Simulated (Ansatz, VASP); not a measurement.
**Two plane-wave programs on Ir**

```
Ir
1.0
     0.00000    1.93868    1.93868
     1.93868    0.00000    1.93868
     1.93868    1.93868    0.00000
Ir
1
Direct
  0.00000 0.00000 0.00000
```

Alike in both runs: task single point; functional LDA; k mesh 22 × 22 × 22; occupations gaussian, width 0.15 eV; no spin polarisation.

|  | VASP | Ansatz |
| --- | --- | --- |
| version | VASP 6.6.1 | Ansatz 0.2.0 |
| potentials or method | VASP PAW LDA potentials, release 64 (Ir_sv_GW), cutoff 560 eV | scalar-relativistic, plane waves, PAW |
| valence electrons in the cell | 17 | 17 |

|  | VASP | Ansatz | Ansatz less VASP |
| --- | --- | --- | --- |
| gap on the k mesh at the Fermi level (eV) | none | none | - |
| pressure (GPa) | -18.7 | -18.3 | +0.45 |

LDA's correlation is that of Perdew and Zunger in VASP and of Perdew and Wang (1992) in Ansatz. A gap of «none» marks a metal or a gap that the smearing closes.

Neither program's run includes spin-orbit coupling.
